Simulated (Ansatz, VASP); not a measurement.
C: VASP beside Ansatz

File INCAR:

```
SYSTEM = C
  PREC = Accurate
  ENCUT = 520
  EDIFF = 1E-7
  ISMEAR = 0
  SIGMA = 0.05
  LREAL = .False.
  LASPH = .True.
  NELM = 100
  ALGO = Normal
  ISIF = 2
  LWAVE = .False.
  LCHARG = .False.
  GGA = PE
  NBANDS = 31
```

Contents of KPOINTS:

```
regular mesh
0
Gamma
  12 12 12
  0 0 0
```

Contents of POSCAR:

```
C
1.0
    1.2976000000      0.7491697093      9.8141000000
   -1.2976000000      0.7491697093      9.8141000000
    0.0000000000     -1.4983394186      9.8141000000
C
10
Direct
    0.0248257000      0.0248257000      0.0248257000
    0.9751743000      0.9751743000      0.9751743000
    0.1086810650      0.1086810650      0.1086810650
    0.8913189350      0.8913189350      0.8913189350
    0.1583663742      0.1583663742      0.1583663742
    0.8416336258      0.8416336258      0.8416336258
    0.3748589682      0.3748589682      0.3748589682
    0.6251410318      0.6251410318      0.6251410318
    0.4253192967      0.4253192967      0.4253192967
    0.5746807033      0.5746807033      0.5746807033
```

Input for Ansatz:

```yaml
crystal:
  lattice:
    - [1.2976, 0.7491697093, 9.8141]
    - [-1.2976, 0.7491697093, 9.8141]
    - [0.0, -1.4983394186, 9.8141]
  atoms:
    - { symbol: C, position: [0.0248257, 0.0248257, 0.0248257] }
    - { symbol: C, position: [0.9751743, 0.9751743, 0.9751743] }
    - { symbol: C, position: [0.108681065, 0.108681065, 0.108681065] }
    - { symbol: C, position: [0.891318935, 0.891318935, 0.891318935] }
    - { symbol: C, position: [0.1583663742, 0.1583663742, 0.1583663742] }
    - { symbol: C, position: [0.8416336258, 0.8416336258, 0.8416336258] }
    - { symbol: C, position: [0.3748589682, 0.3748589682, 0.3748589682] }
    - { symbol: C, position: [0.6251410318, 0.6251410318, 0.6251410318] }
    - { symbol: C, position: [0.4253192967, 0.4253192967, 0.4253192967] }
    - { symbol: C, position: [0.5746807033, 0.5746807033, 0.5746807033] }
basis:
  ecutwfc: 520.0
kpoints:
  mp_grid: { grid: [12, 12, 12] }
hamiltonian:
  xc: pbe
  pseudopotentials: { kind: paw, azcp: { folder: soft_1 } }
scf:
  occupations: { method: gaussian, width: 0.05 }
output:
  forces: true
  stress: true
  eigenvalues: true
```

Alike in both runs: task single point; functional PBE; k mesh 12 × 12 × 12; occupations gaussian, width 0.05 eV; no spin polarisation.

|  | VASP | Ansatz |
| --- | --- | --- |
| version | VASP 6.6.1 | Ansatz 0.2.0 |
| potentials or method | VASP PAW PBE potentials, release 64 (C), cutoff 520 eV | scalar-relativistic, plane waves, PAW |
| valence electrons in the cell | 40 | 40 |

|  | VASP | Ansatz | Ansatz less VASP |
| --- | --- | --- | --- |
| gap on the k mesh at the Fermi level (eV) | 3.40 | 3.41 | +0.011 |
| least direct gap on the mesh (eV) | 4.33 | 4.33 | +0.007 |
| pressure (GPa) | 3.2 | 2.6 | -0.62 |
| traceless stress, the component that is largest in VASP (GPa) | 70.50 | 70.09 | -0.407 |
| rms of the force components (eV/Å) | 0.356 | 0.341 | -0.0151 |

Atom by atom the forces differ by 0.016 eV/Å (rms over components). With one functional, cell and mesh, what is left measures potentials, basis and numerics.
